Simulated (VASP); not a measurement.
Write the native input for VASP 6.6.1 that does the following.

```
Task                   : relaxation of cell and atoms
Functional             : PBE
Potentials or basis    : VASP PAW PBE potentials, release 64 (Si, C)
Cutoff                 : 600 eV
k mesh                 : 12 × 12 × 2
Occupations            : gaussian, width 0.1 eV
Spin                   : no spin polarisation
Dipole correction      : no
Further INCAR settings : ALGO = Normal; EDIFF = 1e-07; IBRION = 2; EDIFFG = -0.01; NSW = 100; ISIF = 3
```

The structure of Si4C3 lies in POSCAR:

```
Si4C3
1.0
    3.1419000019      0.0000000000      0.0000000000
   -1.5709500010      2.7209652178      0.0000000000
    0.0000000000      0.0000000000     18.7812836832
Si C
8 6
Direct
    0.6666666667      0.3333333333      0.2644825299
    0.3333333333      0.6666666667      0.1307461699
    0.0000000000      0.0000000000      0.9971103912
    0.3333333333      0.6666666667      0.8002978152
    0.6666666667      0.3333333333      0.6657599061
    0.0000000000      0.0000000000      0.3981103987
    0.3333333333      0.6666666667      0.5316938175
    0.3333333333      0.6666666667      0.9266151484
    0.3333333333      0.6666666667      0.2310954547
    0.0000000000      0.0000000000      0.0977497421
    0.6666666667      0.3333333333      0.7685021423
    0.3333333333      0.6666666667      0.6335045997
    0.6666666667      0.3333333333      0.3652509553
    0.0000000000      0.0000000000      0.4993809290
```

These files were run (other wordings do the same):

INCAR

```
PREC = Accurate ; ENCUT = 600
EDIFF = 1E-7 ; ISMEAR = 0
SIGMA = 0.1 ; LREAL = False
LASPH = True ; NELM = 100
ALGO = Normal ; ISIF = 3
LWAVE = False ; LCHARG = False
GGA = PE ; IBRION = 2
NSW = 100 ; EDIFFG = -0.01
```

KPOINTS

```
regular mesh
0
Gamma
  12 12 2
```

Potentials or basis: VASP PAW PBE potentials, release 64 (Si, C).

Run with:

```console
$ cat potpaw_PBE.64/Si/POTCAR potpaw_PBE.64/C/POTCAR > POTCAR
$ mpirun -np 1 vasp_std > vasp.out
```

Results of the run:

```yaml
Relaxed_volume: 11.44 Å³/atom
Relaxed_cell: a = 3.137 Å, b = 3.137 Å, c = 18.802 Å, α = 90.00°, β = 90.00°, γ = 120.00°
Space_group_after_relaxing_to_0.05_Å: P3m1 (No. 156)
Energy_gained_by_relaxing: 0.2 meV/atom
Ionic_steps: 7
Pressure_after_relaxing: 0.0 GPa
Largest_force_after_relaxing: 0.005 eV/Å
Band_gap_on_the_k_mesh: zero (band 28 reaches 11.89 eV, above the bottom of band 29 at 9.16 eV)
```

It took 23 min on 1 thread of Intel Xeon 6975P-C (shared host), peak memory 0.47 GiB.
